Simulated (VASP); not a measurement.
Input of a VASP 6.6.1 run:

INCAR

```
  PREC = Accurate
  ENCUT = 520
  EDIFF = 1E-6
  ISMEAR = 0
  SIGMA = 0.03
  LREAL = F
  LASPH = T
  NELM = 80
  ALGO = Fast
  ISIF = 2
  LWAVE = F
  LCHARG = F
  LDIPOL = T
  IDIPOL = 3
  DIPOL = 0.5 0.5 0.500
  GGA = PS
  NBANDS = 73
  LVHAR = T
  LVACPOTAV = T
  ICORELEVEL = 1
  LUSENCCL = F
```

Contents of KPOINTS:

```
Automatic mesh
0
Gamma
  9 6 1
```

POSCAR

```
TiO2
1.0
    2.9417410000      0.0000000000      0.0000000000
    0.0000000000      4.5927070000      0.0000000000
    0.0000000000      0.0000000000     25.9827698800
O Ti
10 5
Direct
    0.5000000000      0.1956750000      0.2886528300
    0.5000000000      0.8043250000      0.3578277400
    0.0000000000      0.3043250000      0.3770326900
    0.0000000000      0.6956750000      0.4462076000
    0.5000000000      0.1956750000      0.4654125400
    0.5000000000      0.8043250000      0.5345874600
    0.0000000000      0.3043250000      0.5537924000
    0.0000000000      0.6956750000      0.6229673100
    0.5000000000      0.1956750000      0.6421722600
    0.5000000000      0.8043250000      0.7113471700
    0.0000000000      0.0000000000      0.3232402800
    0.5000000000      0.5000000000      0.4116201400
    0.0000000000      0.0000000000      0.5000000000
    0.5000000000      0.5000000000      0.5883798600
    0.0000000000      0.0000000000      0.6767597200
```

Potentials or basis: VASP PAW PBE potentials, release 64 (O, Ti_sv).

Run with:

```bash
$ cat potpaw_PBE.64/O/POTCAR potpaw_PBE.64/Ti_sv/POTCAR > POTCAR
$ mpirun -np 1 vasp_std > vasp.out
```

**Question.** Estimate the band gap on the k mesh.

**Answer.** 2.07 eV (least direct gap 2.10 eV).

**Question.** Predict the largest force.

**Answer.** 3.842 eV/Å.

Forces on the atoms (eV/Å):
```
O    0.000 -2.242  0.992
O    0.000 -1.100 -0.049
O    0.000 -0.478 -0.363
O    0.000 -0.082 -0.083
O    0.000 -0.037  0.035
O    0.000  0.037 -0.035
O    0.000  0.082  0.083
O    0.000  0.478  0.363
O    0.000  1.100  0.049
O    0.000  2.242 -0.992
Ti   0.000  3.801 -0.560
Ti   0.000  0.125 -0.029
Ti   0.000  0.000  0.000
Ti   0.000 -0.125  0.029
Ti   0.000 -3.801  0.560
```

Caveat: the PAW data sets were made with another functional, which shifts forces and pressure a little.
